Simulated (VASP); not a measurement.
# SiC in VASP: further runs

Runs on SiC. Level: PBE. Tasks: single point.

All numbers are computed with VASP 6.6.1; they aren't measurements. Logs are shortened: lines on timing, memory, paths and dates and some standing lists are left out, and cuts for length are marked.

**1. The cell of the first run**

The cell holds a wire or tube with vacuum around it, 20 atoms: a = 14.400 Å, b = 12.400 Å, c = 7.961 Å, α = 90.00°, β = 90.00°, γ = 90.00°.

**2. Single point, PBE, collinear spin**

The input, INCAR:

```
PREC = Accurate ; ENCUT = 520
EDIFF = 1E-6 ; ISMEAR = 0
SIGMA = 0.05 ; LREAL = F
LASPH = T ; NELM = 200
ALGO = Normal ; ISIF = 2
LWAVE = F ; LCHARG = T
ISPIN = 2 ; MAGMOM = 0.3 0.3 0.3 0.3 0.3 0.3 0.3 0.3 0.3 0.3 0.3 0.3 0.3 0.3 0.3 0.3 0.3 0.3 0.3 0.3
LORBIT = 11 ; GGA = PE
LELF = T ; LVHAR = T
NBANDS = 60 ; GGA_COMPAT = F
```

The input, KPOINTS:

```
Automatic mesh
0
Gamma
  1 1 5
```

The input, POSCAR:

```
SiC
1.0
   14.4000000000      0.0000000000      0.0000000000
    0.0000000000     12.4000000000      0.0000000000
    0.0000000000      0.0000000000      7.9612379521
Si C
10 10
Direct
    0.5942629241      0.5000000000     -0.0738623485
    0.3454760868      0.5000000000      0.7781906983
    0.4254583959      0.5000000000      0.3497341954
    0.6797971974      0.5000000000      0.5917971139
    0.4463839959      0.3873954131      1.0290638832
    0.5955701626      0.3907773077      0.2780644604
    0.4672610408      0.6077727188      0.6243741072
    0.4463839959      0.6126045869      1.0290638832
    0.5955701626      0.6092226923      0.2780644604
    0.4672610408      0.3922272812      0.6243741072
    0.5742851233      0.6189792488      0.0566366064
    0.4941518332      0.3625301160      0.4016139193
    0.4018574227      0.6339641987      0.8235658391
    0.5742851233      0.3810207512      0.0566366064
    0.4941518332      0.6374698840      0.4016139193
    0.4018574227      0.3660358013      0.8235658391
    0.3868705768      0.5000000000      0.1356715219
    0.6661491912      0.5000000000      0.3658132685
    0.3758633935      0.5000000000      0.5605982367
    0.5671030773      0.5000000000      0.6987530161
```

Potentials or basis: VASP PAW PBE potentials, release 64 (Si, C).

Launch:

```console
> cat potpaw_PBE.64/Si/POTCAR potpaw_PBE.64/C/POTCAR > POTCAR
> mpirun -np 1 vasp_std > vasp.out
```

OUTCAR:

```text
PREC = Accurate
   ENCUT = 520
   EDIFF = 1E-6
   ISMEAR = 0
   LREAL = F
   LASPH = T
   NELM = 200
   ISIF = 2
   ISPIN = 2
   LORBIT = 11
   GGA = PE

 ion  position               nearest neighbor table
   1  0.594  0.500  0.926-  11 1.83  14 1.83  20 1.85   8 2.68   5 2.68   4 2.93   9 3.11   6 3.11

   2  0.345  0.500  0.778-  19 1.79  16 1.88  13 1.88  10 2.52   7 2.52   5 2.84   8 2.84
   3  0.425  0.500  0.350-  17 1.79  19 1.82  12 2.01  15 2.01   7 2.63  10 2.63   9 2.86   6 2.86
                             5 2.93   8 2.93
   4  0.680  0.500  0.592-  18 1.81  20 1.83   1 2.93   6 3.09   9 3.09
   5  0.446  0.387  0.029-  16 1.78  17 1.85  14 1.86   1 2.68   8 2.79   2 2.84   6 2.92   3 2.93

   6  0.596  0.391  0.278-  14 1.79  12 1.80  18 1.83   9 2.71   3 2.86   5 2.92   4 3.09   1 3.11

   7  0.467  0.608  0.624-  15 1.85  13 1.87  19 1.94  20 2.05   2 2.52   3 2.63  10 2.67
   8  0.446  0.613  0.029-  13 1.78  17 1.85  11 1.86   1 2.68   5 2.79   2 2.84   9 2.92   3 2.93

   9  0.596  0.609  0.278-  11 1.79  15 1.80  18 1.83   6 2.71   3 2.86   8 2.92   4 3.09   1 3.11

  10  0.467  0.392  0.624-  12 1.85  16 1.87  19 1.94  20 2.05   2 2.52   3 2.63   7 2.67
  11  0.574  0.619  0.057-   9 1.79   1 1.83   8 1.86
  12  0.494  0.363  0.402-   6 1.80  10 1.85   3 2.01
  13  0.402  0.634  0.824-   8 1.78   7 1.87   2 1.88
  14  0.574  0.381  0.057-   6 1.79   1 1.83   5 1.86
  15  0.494  0.637  0.402-   9 1.80   7 1.85   3 2.01
  16  0.402  0.366  0.824-   5 1.78  10 1.87   2 1.88
  17  0.387  0.500  0.136-   3 1.79   5 1.85   8 1.85
  18  0.666  0.500  0.366-   4 1.81   6 1.83   9 1.83
  19  0.376  0.500  0.561-   2 1.79   3 1.82   7 1.94  10 1.94
  20  0.567  0.500  0.699-   4 1.83   1 1.85   7 2.05  10 2.05

  LATTYP: Found a simple orthorhombic cell.
 ALAT       =     7.9612379521
 B/A-ratio  =     1.5575467125
 C/A-ratio  =     1.8087639242

  Lattice vectors:

 A1 = (   0.0000000000,   0.0000000000,  -7.9612379521)
 A2 = (   0.0000000000,  12.4000000000,   0.0000000000)
 A3 = (  14.4000000000,   0.0000000000,   0.0000000000)

Analysis of symmetry for initial positions (statically):
=====================================================================
 Subroutine PRICEL returns:
 Original cell was already a primitive cell.

 Routine SETGRP: Setting up the symmetry group for a
 simple orthorhombic supercell.

 Subroutine GETGRP returns: Found  2 space group operations
 (whereof  2 operations were pure point group operations)
 out of a pool of  8 trial point group operations.

The static configuration has the point symmetry C_1h.

Analysis of symmetry for dynamics (positions and initial velocities):
[... 184 lines left out ...]
  free energy    TOTEN  =      -125.84400536 eV

  energy without entropy =     -125.84400000  energy(sigma->0) =     -125.84400268

 E-fermi :  -3.1942     XC(G=0):  -2.7404

 val. band max:       -3.3300373422   @ k =   0.0000   0.0000   0.0000
 cond. band min:      -3.0558595875   @ k =   0.0000   0.0000   0.4000
 fundamental gap:      0.2741777547
 Fermi energy:        -3.1942219812

 spin component 1

 k-point     1 :       0.0000    0.0000    0.0000
  band No.  band energies     occupation
      1     -18.4753      1.00000
      2     -17.0447      1.00000
      3     -16.3699      1.00000
      4     -15.7714      1.00000
      5     -15.7037      1.00000
      6     -14.9447      1.00000
[... 154 lines left out ...]
     51       0.5077      0.00000
     52       0.9485      0.00000
 Fermi energy:        -3.1942219812

 spin component 2

 k-point     1 :       0.0000    0.0000    0.0000
  band No.  band energies     occupation
      1     -18.3896      1.00000
      2     -16.9270      1.00000
      3     -16.2318      1.00000
      4     -15.6336      1.00000
      5     -15.5890      1.00000
      6     -14.7866      1.00000
[... 154 lines left out ...]
     51       0.5776      0.00000
     52       1.0126      0.00000
 [bands above 52 left out]

------------------------ aborting loop because EDIFF is reached ----------------------------------------

  FORCE on cell =-STRESS in cart. coord.  units (eV):
  Direction    XX          YY          ZZ          XY          YZ          ZX
  --------------------------------------------------------------------------------------
  -------------------------------------------------------------------------------------
  Total       -0.0414104      0.0328488      0.0026516      0.0000000      0.0000000      0.0082272
  in kB       -0.0466719      0.0370224      0.0029885      0.0000000      0.0000000      0.0092726
  external PRESSURE =      -0.0022203 kB  Pullay stress =       0.0000000 kB

 VOLUME and BASIS-vectors are now :
 -----------------------------------------------------------------------------
  energy-cutoff  :      520.00
  volume of cell :     1421.56
      direct lattice vectors                 reciprocal lattice vectors
    14.400000000  0.000000000  0.000000000     0.069444444  0.000000000  0.000000000
     0.000000000 12.400000000  0.000000000     0.000000000  0.080645161  0.000000000
     0.000000000  0.000000000  7.961237952     0.000000000  0.000000000  0.125608606

 POSITION                                       TOTAL-FORCE (eV/Angst)
 -----------------------------------------------------------------------------------
      8.55739      6.20000      7.37320        -0.005655      0.000000     -0.007475
      4.97486      6.20000      6.19536        -0.008139      0.000000     -0.019769
      6.12660      6.20000      2.78432         0.000531      0.000000      0.008413
      9.78908      6.20000      4.71144         0.016254      0.000000      0.007512
      6.42793      4.80370      0.23138         0.001820     -0.003827     -0.006952
      8.57621      4.84564      2.21374         0.001566     -0.000917     -0.009062
[... 12 lines left out ...]
      5.41243      6.20000      4.46306        -0.018957      0.000000     -0.022624
      8.16628      6.20000      5.56294         0.004292      0.000000      0.001034
 -----------------------------------------------------------------------------------
    total drift:                               -0.000153      0.000000     -0.000469

  FREE ENERGIE OF THE ION-ELECTRON SYSTEM (eV)
  ---------------------------------------------------
  free  energy   TOTEN  =      -125.8440053612 eV

  energy  without entropy=     -125.8439999972  energy(sigma->0) =     -125.84400268

 total charge

# of ion       s       p       d       tot
------------------------------------------
    1        0.754   0.900   0.000   1.654
    2        0.760   0.876   0.000   1.636
    3        0.711   0.923   0.000   1.634
    4        0.815   0.830   0.000   1.645
    5        0.747   0.922   0.000   1.669
    6        0.747   0.947   0.000   1.694
[... 12 lines left out ...]
   19        0.874   1.666   0.000   2.540
   20        0.867   1.589   0.000   2.455
--------------------------------------------------
tot         16.169  24.882   0.000  41.051

 magnetization (x)

# of ion       s       p       d       tot
------------------------------------------
    1       -0.001   0.015   0.000   0.014
    2       -0.001   0.007   0.000   0.007
    3       -0.002  -0.003   0.000  -0.005
    4        0.031   0.048   0.000   0.079
    5       -0.001  -0.003   0.000  -0.004
    6       -0.003  -0.006   0.000  -0.009
[... 12 lines left out ...]
   19        0.001   0.032   0.000   0.034
   20        0.005   0.062   0.000   0.068
--------------------------------------------------
tot          0.088   0.896   0.000   0.984
```

OSZICAR:

```text
N       E                     dE             d eps       ncg     rms          rms(c)
DAV:   1     0.603869014023E+03    0.60387E+03   -0.24786E+04   728   0.929E+02
DAV:   2    -0.122567421075E+02   -0.61613E+03   -0.58478E+03  1104   0.201E+02
[... 22 lines left out ...]
DAV:  25    -0.125843896438E+03   -0.15018E-03   -0.10300E-05   768   0.596E-03    0.135E-03
DAV:  26    -0.125843969746E+03   -0.73307E-04   -0.59042E-06   736   0.448E-03    0.816E-04
DAV:  27    -0.125843997962E+03   -0.28216E-04   -0.28613E-06   720   0.307E-03    0.481E-04
DAV:  28    -0.125844003339E+03   -0.53774E-05   -0.61496E-07   696   0.193E-03    0.285E-04
DAV:  29    -0.125844004763E+03   -0.14234E-05   -0.16751E-07   608   0.139E-03    0.160E-04
DAV:  30    -0.125844005361E+03   -0.59852E-06   -0.84409E-08   600   0.988E-04
   1 F= -.12584401E+03 E0= -.12584400E+03  d E =-.536402E-05  mag=     1.9999
```

stdout:

```text
POSCAR found type information on POSCAR SiC
 POSCAR found :  2 types and      20 ions
 scaLAPACK will be used
 -----------------------------------------------------------------------------
|                                                                             |
|                                                                             |
|     You have a (more or less) 'large supercell' and for larger cells it     |
|     might be more efficient to use real-space projection operators.         |
|     Therefore, try LREAL= Auto in the INCAR file.                           |
|     Mind: For very accurate calculation, you might also keep the            |
|     reciprocal projection scheme (i.e. LREAL=.FALSE.).                      |
|                                                                             |
 -----------------------------------------------------------------------------

 LDA part: xc-table for (Slater+PW92), standard interpolation
 POSCAR, INCAR and KPOINTS ok, starting setup
 FFT: planning ... GRIDC
 FFT: planning ... GRID_SOFT
 FFT: planning ... GRID
 WAVECAR not read
 entering main loop
```

It took 39 min on 1 thread of Intel Xeon 6975P-C (Granite Rapids), shared host; peak memory 1.7 GiB.

What came out:

```
Free energy                                           : -125.8440 eV
Largest force                                         : 0.030 eV/Å
Band gap on the k mesh                                : 0.27 eV (least direct gap 0.31 eV)
Net moment                                            : 2.00 μB per cell
Site moments                                          : Si +0.01, -0.01, +0.08, -0.00 (each value once); C +0.13, +0.16, +0.02, +0.06, +0.15, +0.03, +0.07 (each value once) μB
Valence electrons inside the program's atomic spheres : Si 1.65, 1.64, 1.63, 1.67, 1.69, 1.62 (each value once); C 2.46, 2.40, 2.43, 2.47, 2.54 (each value once)
```

Forces in eV/Å, atoms in the order of the input:
```
Si  -0.006  0.000 -0.007
Si  -0.008  0.000 -0.020
Si   0.001  0.000  0.008
Si   0.016  0.000  0.008
Si   0.002 -0.004 -0.007
Si   0.002 -0.001 -0.009
Si   0.005 -0.014  0.005
Si   0.002  0.004 -0.007
Si   0.002  0.001 -0.009
Si   0.005  0.014  0.005
C   -0.002  0.008  0.010
C   -0.003 -0.005  0.005
C    0.005  0.018  0.016
C   -0.002 -0.008  0.010
C   -0.003  0.005  0.005
C    0.005 -0.018  0.016
C    0.005  0.000  0.004
C   -0.010  0.000 -0.011
C   -0.019  0.000 -0.023
C    0.004  0.000  0.001
```

Caveat: semilocal functionals underestimate gaps, and a narrow one can read as zero.

[end of part 1 of 2]
